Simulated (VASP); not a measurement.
## W: single point with PBE

The system is W.

```
CELL_PARAMETERS angstrom
-1.59207 1.59207 1.59207
1.59207 -1.59207 1.59207
1.59207 1.59207 -1.59207
ATOMIC_POSITIONS crystal
W 0.00000 0.00000 0.00000
```

```yaml
Program: VASP 6.6.1
Task: single point
Functional: PBE
Potentials_or_basis: VASP PAW PBE potentials, release 64 (W_sv)
Cutoff: 500 eV
k_mesh: 15 × 15 × 15
Occupations: fermi-dirac, width 0.15 eV
Spin: no spin polarisation
```

- Pressure: 0.5 GPa
- Band gap on the k mesh: zero (bands 7 and 8 overlap by 5.73 eV)

Levels at points of the mesh, in eV from the Fermi level:
```csv
k point,band 5,band 6,band 7,band 8,band 9,band 10
"(0.00, 0.00, 0.00)",-9.50,-1.16,-1.16,-1.16,2.26,2.26
```

It took 9.3 s on 1 thread of Intel(R) Xeon(R) Platinum 8488C (Sapphire Rapids), with other jobs on the host, peak memory 0.14 GiB.

Caveat: spin-orbit coupling is left out, which moves the levels of the heavy elements.
